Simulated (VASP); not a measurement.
Write the native input for VASP 6.6.1 that does the following.

| Item | Value |
| --- | --- |
| Task | single point |
| Functional | PBE |
| Potentials or basis | VASP PAW PBE potentials, release 64 (Sc_sv, Ga_d, Sb, As) |
| Cutoff | 520 eV |
| k mesh | 4 × 4 × 4 |
| Occupations | gaussian, width 0.1 eV |
| Spin | no spin polarisation |
| Dipole correction | no |
| Further INCAR settings | ALGO = Normal; EDIFF = 1e-06; NBANDS = 34 |

The structure of Sc2GaSbAs2 lies in POSCAR:

```
Sc2GaSbAs2
1.0
    4.4300297600      0.0000000000      0.0000000000
    0.0000000000      4.4300297600      0.0000000000
    0.0000000000      0.0000000000      7.0979961900
Sc Ga Sb As
2 1 1 2
Direct
    0.5000000000      0.0000000000      0.9946200300
    0.0000000000      0.5000000000      0.9946200300
    0.0000000000      0.0000000000      0.6973040100
    0.5000000000      0.5000000000      0.3203240000
    0.5000000000      0.5000000000      0.8287479900
    0.0000000000      0.0000000000      0.1643839900
```

One way to write it, as run:

INCAR

```
SYSTEM = Sc2GaSbAs2
  PREC = Accurate
  ENCUT = 520
  EDIFF = 1E-6
  ISMEAR = 0
  SIGMA = 0.1
  LREAL = .False.
  LASPH = .True.
  NELM = 100
  ALGO = Normal
  ISIF = 2
  LWAVE = .False.
  LCHARG = .False.
  GGA = PE
  NBANDS = 34
```

KPOINTS

```
Automatic mesh
0
Gamma
  4 4 4
  0 0 0
```

Potentials or basis: VASP PAW PBE potentials, release 64 (Sc_sv, Ga_d, Sb, As).

The run is started by

```bash
$ cat potpaw_PBE.64/Sc_sv/POTCAR potpaw_PBE.64/Ga_d/POTCAR potpaw_PBE.64/Sb/POTCAR potpaw_PBE.64/As/POTCAR > POTCAR
$ mpirun -np 1 vasp_std > vasp.out
```

It gave:

The pressure is 11.1 GPa, the largest force is 2.926 eV/Å and the band gap on the k mesh is zero (band 25 reaches 5.16 eV, above the bottom of band 26 at 4.52 eV).

Caveat: spin-orbit coupling is left out, which moves the levels of the heavy elements; forces of over 1 eV/Å act on the atoms, so gaps and moduli don't describe the material at rest.

Wall time 47 s on 1 thread of Intel(R) Xeon(R) 6975P-C (Granite Rapids), on a shared host, peak memory 0.3 GiB.
